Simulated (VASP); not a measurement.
Wanted: the native input for a VASP 6.6.1 run.

```
Task                   : single point
Functional             : PBE
Potentials or basis    : VASP PAW PBE potentials, release 64 (Mo_sv, N)
Cutoff                 : 520 eV
k mesh                 : 5 × 5 × 1
Occupations            : gaussian, width 0.1 eV
Spin                   : no spin polarisation
Dipole correction      : yes
Further INCAR settings : ALGO = Normal; EDIFF = 1e-07; NBANDS = 98
```

The structure of Mo12N lies in POSCAR:

```
Mo12N
1.0
    5.4740406976      0.0000000000      0.0000000000
   -1.8246802325      5.1609750637      0.0000000000
    0.0000000000      0.0000000000     19.8082144129
Mo N
12 1
Direct
    0.2500000000      0.2500000000      0.2019364248
    0.2500000000      0.7500000000      0.2019364248
    0.7500000000      0.2500000000      0.2019364248
    0.7500000000      0.7500000000      0.2019364248
    0.0000000000      0.0000000000      0.3106872619
    0.0000000000      0.5000000000      0.3106872619
    0.5000000000      0.0000000000      0.3106872619
    0.5000000000      0.5000000000      0.3106872619
    0.2500000000      0.2500000000      0.4194327787
    0.2500000000      0.7500000000      0.4194327787
    0.7500000000      0.2500000000      0.4194327787
    0.7500000000      0.7500000000      0.4194327787
    0.4166666667      0.4166666667      0.4904688130
```

The input as run:

INCAR

```
SYSTEM = Mo12N
PREC = Accurate
ENCUT = 520
EDIFF = 1E-7
ISMEAR = 0
SIGMA = 0.1
LREAL = .False.
LASPH = .True.
NELM = 100
ALGO = Normal
ISIF = 2
LWAVE = .False.
LCHARG = .False.
LDIPOL = .True.
IDIPOL = 3
DIPOL = 0.5 0.5 0.325
GGA = PE
NBANDS = 98
```

KPOINTS

```
regular mesh
0
Gamma
  5 5 1
  0 0 0
```

Potentials or basis: VASP PAW PBE potentials, release 64 (Mo_sv, N).

Launch:

```bash
$ cat potpaw_PBE.64/Mo_sv/POTCAR potpaw_PBE.64/N/POTCAR > POTCAR
$ mpirun -np 1 vasp_std > vasp.out
```

Results of the run:

| Property | Result |
| --- | --- |
| Largest force | 2.659 eV/Å |
| Band gap on the k mesh | zero (an odd number of electrons rules out a gap without spin polarisation) |

Run time: 33 min on 1 thread of Intel(R) Xeon(R) Platinum 8259CL CPU @ 2.50GHz (Skylake/Cascade Lake), on a shared host, peak memory 0.74 GiB.
